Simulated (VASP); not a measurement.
Cs: relaxation of cell and atoms with PBE

Cs:

```
CELL_PARAMETERS angstrom
-2.72046 2.72046 2.72046
2.72046 -2.72046 2.72046
2.72046 2.72046 -2.72046
ATOMIC_POSITIONS crystal
Cs 0.00000 0.00000 0.00000
```

```json
{
  "Program": "VASP 6.6.1",
  "Task": "relaxation of cell and atoms",
  "Functional": "PBE",
  "Potentials or basis": "VASP PAW PBE potentials, release 64 (Cs_sv)",
  "Cutoff": "600 eV",
  "k mesh": "10 × 10 × 10",
  "Occupations": "fermi-dirac, width 0.05 eV",
  "Spin": "no spin polarisation",
  "Target pressure": "1.3 GPa",
  "Dipole correction": "no",
  "Further INCAR settings": "ALGO = Normal; EDIFF = 1e-06; IBRION = 2; EDIFFG = -0.005; NSW = 60; ISIF = 3"
}
```

```json
{"Pressure after relaxing": "1.3 GPa", "Band gap on the k mesh": "zero (an odd number of electrons rules out a gap without spin polarisation)"}
```

Final structure:
```xyz
1
Lattice="-2.7205 2.7205 2.7205 2.7205 -2.7205 2.7205 2.7205 2.7205 -2.7205" Properties=species:S:1:pos:R:3 pbc="T T T"
Cs    0.0000    0.0000    0.0000
```

Levels at points of the mesh, in eV from the Fermi level:
| k point | band 1 | band 2 | band 3 | band 4 | band 5 | band 6 | band 7 | band 8 |
| --- | --- | --- | --- | --- | --- | --- | --- | --- |
| (0.00, 0.00, 0.00) | -23.75 | -10.38 | -10.38 | -10.38 | -2.04 | 2.67 | 2.67 | 2.67 |
| (0.50, 0.00, 0.00) | -23.72 | -10.81 | -10.52 | -10.39 | -0.19 | 1.42 | 1.52 | 3.81 |
| (0.50, 0.50, 0.50) | -23.69 | -10.67 | -10.67 | -10.67 | 0.23 | 0.23 | 4.11 | 4.11 |

Run time: 24 s on 1 thread of Intel(R) Xeon(R) 6975P-C (Granite Rapids), with other jobs on the host, peak memory 0.24 GiB.

Caveat: the relaxation stopped at its first step, so nothing moved; the cell is relaxed towards a set pressure, so the run minimises the enthalpy, not the energy; spin-orbit coupling is left out, which moves the levels of the heavy elements.
